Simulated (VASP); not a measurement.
Set up this calculation in VASP 6.6.1, as the native input.

```
Task                   : single point
Functional             : LDA
Potentials or basis    : VASP PAW LDA potentials, release 64 (Sb)
Cutoff                 : 520 eV
k mesh                 : 8 × 8 × 11
Occupations            : fermi-dirac, width 0.1 eV
Spin                   : no spin polarisation
Dipole correction      : no
Further INCAR settings : ALGO = Normal; EDIFF = 1e-07; NBANDS = 14
```

The structure of Sb lies in POSCAR:

```
Sb
1.0
    5.0929598467      0.0000000000      0.0000000000
   -2.5464799233      4.4106326077      0.0000000000
    0.0000000000      0.0000000000      3.0382555198
Sb
3
Direct
    1.0000000000      0.0000000000      1.0000000000
    0.3333333333      0.6666666667      0.5000000000
    0.6666666667      0.3333333333      0.5000000000
```

This cell differs from its parent crystal: volume scaled by 0.88.

One way to write it, as run:

INCAR

```
SYSTEM = Sb
ALGO = Normal ; EDIFF = 1E-7
ENCUT = 520 ; ISIF = 2
ISMEAR = -1 ; LASPH = .TRUE.
LCHARG = .TRUE. ; LELF = .TRUE.
LREAL = .FALSE. ; LVHAR = .TRUE.
LWAVE = .FALSE. ; NBANDS = 14
NELM = 100 ; PREC = Accurate
SIGMA = 0.1
```

KPOINTS

```
k-points
0
G
  8 8 11
  0 0 0
```

Potentials or basis: VASP PAW LDA potentials, release 64 (Sb).

Run with:

```bash
$ cat potpaw_LDA.64/Sb/POTCAR > POTCAR
$ mpirun -np 1 vasp_std > vasp.out
```

It gave:

```json
{"Pressure": "12.2 GPa"}
```

It took 72 s on 1 thread of AMD EPYC 7R13, on a shared host, peak memory 0.15 GiB.
